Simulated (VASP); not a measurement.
# Zr3ZnN2 (Cmmm) in VASP: a series of runs

Zr3ZnN2 is run at these levels: PBE; tasks: relaxation of cell and atoms, single point.

Everything below comes from runs of VASP 6.6.1. Logs are shortened: lines on timing, memory, paths and dates and some standing lists are left out, and cuts for length are marked.

### 1 The cell of the first run

The structure is orthorhombic, space group Cmmm (No. 65). The conventional cell has a = 5.725 Å, b = 12.294 Å, c = 3.077 Å, α = 90.00°, β = 90.00°, γ = 90.00°. Within 2.8 Å of Zr (site symmetry m2m) lie 4 N at 2.15 Å and 1 Zn at 2.61 Å. Zr (site symmetry mmm) has 14 Zr at 3.08 to 4.17 Å and 4 Zn at 3.25 Å and 4 N at 3.39 Å within 4.2 Å. Within 3.4 Å of Zn (site symmetry mmm) lie 6 Zr at 2.61 to 3.25 Å and 2 Zn at 3.08 Å. Within 2.9 Å of N (site symmetry 2/m) lie 4 Zr at 2.15 Å and 2 N at 2.86 Å.

The cell was generated, and may not be a known phase.

### 2 Relaxation of cell and atoms, PBE

INCAR

```
PREC = Accurate
ENCUT = 600
EDIFF = 1E-7
ISMEAR = 0
SIGMA = 0.1
LREAL = F
LASPH = T
NELM = 120
ALGO = Normal
ISIF = 3
LWAVE = F
LCHARG = F
GGA = PE
IBRION = 2
NSW = 100
EDIFFG = -0.01
GGA_COMPAT = F
NELMIN = 4
```

KPOINTS

```
Automatic mesh
0
Gamma
  8 8 12
```

POSCAR

```
Zr3ZnN2
1.0
    2.8625216456     -6.1468335053      0.0000000000
    2.8625216456      6.1468335053      0.0000000000
    0.0000000000      0.0000000000      3.0774483680
Zr Zn N
3 1 2
Direct
    0.7873960215      0.2126039785      0.0000000000
    0.2126039785      0.7873960215      0.0000000000
    0.5000000000      0.5000000000      0.5000000000
    0.0000000000      0.0000000000      0.0000000000
    0.5000000000      0.0000000000      0.5000000000
    0.0000000000      0.5000000000      0.5000000000
```

Potentials or basis: VASP PAW PBE potentials, release 64 (Zr_sv, Zn, N).

The run is started by

```console
$ cat potpaw_PBE.64/Zr_sv/POTCAR potpaw_PBE.64/Zn/POTCAR potpaw_PBE.64/N/POTCAR > POTCAR
$ mpirun -np 1 vasp_std > vasp.out
```

OUTCAR:

```text
PREC = Accurate
   ENCUT = 600
   EDIFF = 1E-7
   ISMEAR = 0
   LREAL = F
   LASPH = T
   NELM = 120
   ISIF = 3
   GGA = PE
   IBRION = 2
   NSW = 100
   EDIFFG = -0.01
   NELMIN = 4

 ion  position               nearest neighbor table
   1  0.787  0.213  0.000-   5 2.15   6 2.15   5 2.15   6 2.15   4 2.61   2 3.01   2 3.01   3 3.85
                             3 3.85
   2  0.213  0.787  0.000-   5 2.15   6 2.15   5 2.15   6 2.15   4 2.61   1 3.01   1 3.01   3 3.85
                             3 3.85
   3  0.500  0.500  0.500-   4 3.25   4 3.25   4 3.25   4 3.25   2 3.85   2 3.85   1 3.85   1 3.85

   4  0.000  0.000  0.000-   1 2.61   2 2.61   3 3.25   3 3.25   3 3.25   3 3.25
   5  0.500  0.000  0.500-   1 2.15   2 2.15   1 2.15   2 2.15
   6  0.000  0.500  0.500-   1 2.15   2 2.15   1 2.15   2 2.15

  LATTYP: Found a base centered orthorhombic cell.
 ALAT       =     5.7250432912
 B/A-ratio  =     2.1473491789
 C/A-ratio  =     0.5375415017

  Lattice vectors:

 A1 = (   2.8625216456,  -6.1468335053,   0.0000000000)
 A2 = (   2.8625216456,   6.1468335053,   0.0000000000)
 A3 = (   0.0000000000,   0.0000000000,   3.0774483680)

Analysis of symmetry for initial positions (statically):
=====================================================================
 Subroutine PRICEL returns:
 Original cell was already a primitive cell.

 Routine SETGRP: Setting up the symmetry group for a
 base centered orthorhombic supercell.

 Subroutine GETGRP returns: Found  8 space group operations
 (whereof  8 operations were pure point group operations)
 out of a pool of  8 trial point group operations.

The static configuration has the point symmetry D_2h.

Analysis of symmetry for dynamics (positions and initial velocities):
=====================================================================
 Subroutine PRICEL returns:
 Original cell was already a primitive cell.

 Routine SETGRP: Setting up the symmetry group for a
 base centered orthorhombic supercell.

 Subroutine GETGRP returns: Found  8 space group operations
 (whereof  8 operations were pure point group operations)
 out of a pool of  8 trial point group operations.

The dynamic configuration has the point symmetry D_2h.

 Subroutine INISYM returns: Found  8 space group operations
 (whereof  8 operations are pure point group operations),
 and found     1 'primitive' translations

----------------------------------------------------------------------------------------

                                     Primitive cell

  volume of cell :     108.2981

  direct lattice vectors                    reciprocal lattice vectors
     2.862521646 -6.146833505  0.000000000     0.174671168 -0.081342695  0.000000000
     2.862521646  6.146833505  0.000000000     0.174671168  0.081342695  0.000000000
     0.000000000  0.000000000  3.077448368     0.000000000  0.000000000  0.324944526

  length of vectors
     6.780677865  6.780677865  3.077448368     0.192682773  0.192682773  0.324944526

  position of ions in fractional coordinates (direct lattice)
     0.787396022  0.212603978  0.000000000
     0.212603978  0.787396022  0.000000000
     0.500000000  0.500000000  0.500000000
     0.000000000  0.000000000  0.000000000
     0.500000000  0.000000000  0.500000000
     0.000000000  0.500000000  0.500000000

  ion indices of the primitive-cell ions
   primitive index   ion index
                 1           1
                 2           2
                 3           3
                 4           4
                 5           5
                 6           6

----------------------------------------------------------------------------------------

 KPOINTS: Automatic mesh

Automatic generation of k-mesh.
 Grid dimensions read from file:
 generate k-points for:    8    8   12

 Generating k-lattice:

  Cartesian coordinates                     Fractional coordinates (reciprocal lattice)
     0.021833896 -0.010167837  0.000000000     0.125000000  0.000000000  0.000000000
     0.021833896  0.010167837  0.000000000     0.000000000  0.125000000  0.000000000
     0.000000000  0.000000000  0.027078710     0.000000000  0.000000000  0.083333333

  Length of vectors
     0.024085347  0.024085347  0.027078710

  Shift w.r.t. Gamma in fractional coordinates (k-lattice)
     0.000000000  0.000000000  0.000000000

 Subroutine IBZKPT returns following result:
 ===========================================

 Found    147 irreducible k-points:

 Following reciprocal coordinates:
            Coordinates               Weight
  0.000000  0.000000  0.000000      1.000000
  0.125000 -0.000000  0.000000      4.000000
  0.250000 -0.000000  0.000000      4.000000
  0.375000  0.000000  0.000000      4.000000
  0.500000 -0.000000  0.000000      2.000000
  0.125000  0.125000  0.000000      2.000000
[... 16 lines left out ...]
  0.125000 -0.000000  0.083333      8.000000
  0.250000 -0.000000  0.083333      8.000000
 [... further k-points ...]
   k-points           NKPTS =    147   k-points in BZ     NKDIM =    147   number of bands    NBANDS=     34
   number of dos      NEDOS =    301   number of ions     NIONS =      6
   total plane-waves  NPLWV =  81648
   dimension x,y,z NGX =    54 NGY =   54 NGZ =   28
   dimension x,y,z NGXF=   108 NGYF=  108 NGZF=   56
   ions per type =               3   1   2
   NGX,Y,Z   is equivalent  to a cutoff of  13.24, 13.24, 15.13 a.u.
   NGXF,Y,Z  is equivalent  to a cutoff of  26.48, 26.48, 30.25 a.u.
 SYSTEM =  unknown system
   PREC   = accura    normal or accurate (medium, high low for compatibility)
   ISTART =      0    job   : 0-new  1-cont  2-samecut
   ICHARG =      2    charge: 1-file 2-atom 10-const
   ISPIN  =      1    spin polarized calculation?
   LNONCOLLINEAR =      F non collinear calculations
   LSORBIT =      F    spin-orbit coupling
   LASPH  =      T    aspherical Exc in radial PAW
   ENCUT  =  600.0 eV  44.10 Ry    6.64 a.u.  13.54 13.54  6.15*2*pi/ulx,y,z
   NELM   =    120;   NELMIN=  4; NELMDL= -5     # of ELM steps
   EDIFF  = 0.1E-06   stopping-criterion for ELM
   LREAL  =      F    real-space projection
   EDIFFG = -.1E-01   stopping-criterion for IOM
   NSW    =    100    number of steps for IOM
   IBRION =      2    ionic relax: 0-MD 1-quasi-New 2-CG
   NFREE  =      1    steps in history (QN), initial steepest desc. (CG)
   ISIF   =      3    stress and relaxation
   ISYM   =      2    0-nonsym 1-usesym 2-fastsym
   POTIM  = 0.5000    time-step for ionic-motion
   TEBEG  =    0.0;   TEEND  =   0.0 temperature during run
   PSTRESS=    0.0 pullay stress
   NELECT =      58.0000    total number of electrons
   NUPDOWN=      -1.0000    fix difference up-down
   EMIN   =  10.00;   EMAX   =-10.00  energy-range for DOS
   EFERMI =   0.00;   METHOD = LEGACY
   ISMEAR =     0;   SIGMA  =   0.10  broadening in eV -4-tet -1-fermi 0-gaus
   EFERMI_NEDOS =   21; number of points for ismear=-14 and -15
   IALGO  =     38    algorithm
   IMIX   =      4    mixing-type and parameters
     AMIX     =   0.40;   BMIX     =  1.00
     AMIX_MAG =   1.60;   BMIX_MAG =  1.00
  volume/ion in A,a.u.               =      18.05       121.81
  Fermi-wavevector in a.u.,A,eV,Ry     =   1.329466  2.512326 24.048015  1.767479
  Thomas-Fermi vector in A             =   2.458626
   LORBIT       =      0    0 simple, 1 ext, 2 COOP (PROOUT), +10 PAW based schemes
   GGA     = PE    functional components
   LHFCALC =     F    Hartree Fock is set to
   AEXX    =    0.0000 exact exchange contribution
   IVDW    =     0    specifies the selected vdW correction
   LEPSILON=     F    determine dielectric tensor
   LRPA    =     F    only Hartree local field effects (RPA)
 conjugate gradient relaxation of ions
 non-spin polarized calculation
 Gauss-broadening in eV      SIGMA  =   0.10
  energy-cutoff  :      600.00
  volume of cell :      108.30
 maximum number of plane-waves:      3680
   NGX = 27   NGY = 27   NGZ = 13

--------------------------------------- Ionic step        1  -------------------------------------------

 number of electron      57.9999996 magnetization

 Free energy of the ion-electron system (eV)
  ---------------------------------------------------
  ext. energy  EPLUGINS =         0.00000000
  ---------------------------------------------------
  free energy    TOTEN  =       -47.07954644 eV

  energy without entropy =      -47.06527364  energy(sigma->0) =      -47.07241004

------------------------ aborting loop because EDIFF is reached ----------------------------------------

  FORCE on cell =-STRESS in cart. coord.  units (eV):
  Direction    XX          YY          ZZ          XY          YZ          ZX
  --------------------------------------------------------------------------------------
  -------------------------------------------------------------------------------------
  Total        0.0424141     -0.0816022      0.2809977     -0.0000000      0.0000000      0.0000000
  in kB        0.6274798     -1.2072337      4.1571176     -0.0000000      0.0000000      0.0000000
  external PRESSURE =       1.1924546 kB  Pullay stress =       0.0000000 kB

 VOLUME and BASIS-vectors are now :
 -----------------------------------------------------------------------------
  energy-cutoff  :      600.00
  volume of cell :      108.30
      direct lattice vectors                 reciprocal lattice vectors
     2.862521646 -6.146833505  0.000000000     0.174671168 -0.081342695  0.000000000
     2.862521646  6.146833505  0.000000000     0.174671168  0.081342695  0.000000000
     0.000000000  0.000000000  3.077448368     0.000000000  0.000000000  0.324944526
[... 121 lines left out ...]
 POSITION                                       TOTAL-FORCE (eV/Angst)
 -----------------------------------------------------------------------------------
      2.86043     -3.53207      0.00000        -0.000000     -0.010047     -0.000000
      2.86043      3.53207      3.08166        -0.000000      0.010047      0.000000
      2.86043      0.00000      1.54083        -0.000000     -0.000000     -0.000000
      2.86043      6.14100      0.00000         0.000000     -0.000000     -0.000000
      4.29065      3.07050      1.54083        -0.000000      0.000000     -0.000000
      1.43022      3.07050      1.54083        -0.000000      0.000000     -0.000000
 -----------------------------------------------------------------------------------
    total drift:                                0.000000     -0.000000     -0.000000

  FREE ENERGIE OF THE ION-ELECTRON SYSTEM (eV)
  ---------------------------------------------------
  free  energy   TOTEN  =       -47.0798820817 eV

  energy  without entropy=      -47.0656694059  energy(sigma->0) =      -47.07277574

--------------------------------------- Ionic step        5  -------------------------------------------

 number of electron      57.9999997 magnetization

 Free energy of the ion-electron system (eV)
  ---------------------------------------------------
  ext. energy  EPLUGINS =         0.00000000
  ---------------------------------------------------
  free energy    TOTEN  =       -47.07988202 eV

  energy without entropy =      -47.06567253  energy(sigma->0) =      -47.07277727

 E-fermi :   6.6976     XC(G=0): -10.7045

 val. band max:        6.6961433425   @ k =   0.5000   0.1250   0.2500
 cond. band min:       6.6984122424   @ k =   0.5000   0.2500   0.2500
 fundamental gap:      0.0022688999
 Fermi energy:         6.6976233312

 k-point     1 :       0.0000    0.0000    0.0000
  band No.  band energies     occupation
      1     -43.0436      2.00000
      2     -42.2075      2.00000
      3     -42.0936      2.00000
      4     -21.2064      2.00000
      5     -20.9975      2.00000
      6     -20.9844      2.00000
[... 877 lines left out ...]
     33       8.4447      0.00000
     34       9.0801      0.00000

 [... further k-points ...]
[... 5 lines left out ...]
  --------------------------------------------------------------------------------------
  -------------------------------------------------------------------------------------
  Total        0.0030863      0.0209990     -0.0112314      0.0000000      0.0000000      0.0000000
  in kB        0.0456771      0.3107794     -0.1662225      0.0000000      0.0000000      0.0000000
  external PRESSURE =       0.0634114 kB  Pullay stress =       0.0000000 kB

 VOLUME and BASIS-vectors are now :
 -----------------------------------------------------------------------------
  energy-cutoff  :      600.00
  volume of cell :      108.26
      direct lattice vectors                 reciprocal lattice vectors
     2.860294430 -6.140801609  0.000000000     0.174807179 -0.081422595  0.000000000
     2.860294430  6.140801609  0.000000000     0.174807179  0.081422595  0.000000000
     0.000000000  0.000000000  3.081701746     0.000000000  0.000000000  0.324496036

 POSITION                                       TOTAL-FORCE (eV/Angst)
 -----------------------------------------------------------------------------------
      2.86029     -3.53201      0.00000        -0.000000     -0.009898      0.000000
      2.86029      3.53201      0.00000        -0.000000      0.009898     -0.000000
      2.86029      0.00000      1.54085        -0.000000     -0.000000      0.000000
      0.00000     -0.00000      0.00000         0.000000      0.000000      0.000000
      1.43015     -3.07040      1.54085        -0.000000      0.000000      0.000000
      1.43015      3.07040      1.54085        -0.000000      0.000000      0.000000
 -----------------------------------------------------------------------------------
    total drift:                                0.000000     -0.000000      0.000000

  FREE ENERGIE OF THE ION-ELECTRON SYSTEM (eV)
  ---------------------------------------------------
  free  energy   TOTEN  =       -47.0798820153 eV

  energy  without entropy=      -47.0656725335  energy(sigma->0) =      -47.07277727

 reached required accuracy - stopping structural energy minimisation
```

It took 49 min on 1 thread of Intel Xeon Platinum 8259CL at 2.50GHz (Skylake/Cascade Lake), shared host; peak memory 0.73 GiB.

Results:

| Item | Value |
| --- | --- |
| Free energy | -47.0799 eV |
| Relaxed volume | 18.04 Å³/atom |
| Relaxed cell | a = 6.774 Å, b = 6.774 Å, c = 3.082 Å, α = 90.00°, β = 90.00°, γ = 130.05° |
| Space group after relaxing (to 0.1 Å) | Cmmm (No. 65) |
| Energy gained by relaxing | 0.1 meV/atom |
| Ionic steps | 5 |
| Pressure after relaxing | 0.0 GPa |
| Largest force after relaxing | 0.010 eV/Å |
| Band gap on the k mesh | zero (bands 29 and 30 overlap by 1.07 eV) |

Forces in eV/Å, atoms in the order of the input:
```
Zr   0.000 -0.010  0.000
Zr   0.000  0.010  0.000
Zr   0.000  0.000  0.000
Zn   0.000  0.000  0.000
N    0.000  0.000  0.000
N    0.000  0.000  0.000
```

Step by step:
```
step  energy change (eV)  largest force (eV/Å)  pressure (GPa)  volume (Å³)
   1              0.0000                0.0499            0.12       108.30
   2              0.0000                0.0218           -0.34       108.51
   3             -0.0002                0.0139           -0.11       108.40
   4             -0.0003                0.0100            0.00       108.26
   5             -0.0003                0.0099            0.01       108.26
```

Final structure:
```
Zr Zn N
1.0
     2.86029   -6.14080    0.00000
     2.86029    6.14080    0.00000
     0.00000    0.00000    3.08170
Zr Zn N
3 1 2
Direct
  0.78759 0.21241 0.00000
  0.21241 0.78759 0.00000
  0.50000 0.50000 0.50000
  0.00000 0.00000 0.00000
  0.50000 0.00000 0.50000
  0.00000 0.50000 0.50000
```

Levels at points of the mesh, in eV from the Fermi level:
```csv
k point,band 27,band 28,band 29,band 30,band 31,band 32
"(0.00, 0.00, 0.00)",-1.38,-1.13,-0.54,-0.25,0.11,0.89
"(0.50, 0.00, 0.00)",-2.41,-1.39,-0.50,0.85,1.25,1.73
"(0.50, 0.50, 0.00)",-1.46,-1.38,-1.26,-0.52,1.27,1.51
"(0.00, 0.00, 0.50)",-1.80,-1.63,-1.21,0.82,1.09,1.35
"(0.50, 0.00, 0.50)",-1.27,-0.49,-0.33,1.09,1.09,1.33
"(0.50, 0.50, 0.50)",-1.41,-1.32,-0.72,0.32,0.70,0.76
```

[end of part 1 of 2]

The gap in the log of VASP goes by the Fermi energy; the results here count the filled bands.